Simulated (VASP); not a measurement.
A run of VASP 6.6.1 is set up as follows.

INCAR

```
PREC = Accurate ; ENCUT = 520
EDIFF = 1E-7 ; ISMEAR = 0
SIGMA = 0.15 ; LREAL = F
LASPH = T ; NELM = 80
ALGO = Fast ; ISIF = 2
LWAVE = F ; LCHARG = F
NBANDS = 12
```

Contents of KPOINTS:

```
regular mesh
0
Gamma
  22 22 22
```

The input POSCAR:

```
Cu
1.0
   -1.3560500000      1.3560500000      1.4081500000
    1.3560500000     -1.3560500000      1.4081500000
    1.3560500000      1.3560500000     -1.4081500000
Cu
1
Direct
    0.0000000000      0.0000000000      0.0000000000
```

Potentials or basis: VASP PAW LDA potentials, release 64 (Cu).

Command:

```bash
$ cat potpaw_LDA.64/Cu/POTCAR > POTCAR
$ mpirun -np 1 vasp_std > vasp.out
```

Task: What does it give for the pressure?

Result: 12.3 GPa.

Task: Estimate the band gap on the k mesh.

Result: Zero (an odd number of electrons rules out a gap without spin polarisation).

Stress tensor (GPa, compression positive):
```
12.06  0.00  0.00
 0.00 12.06  0.00
 0.00  0.00 12.78
```

Caveat: the cell stands under pressure.
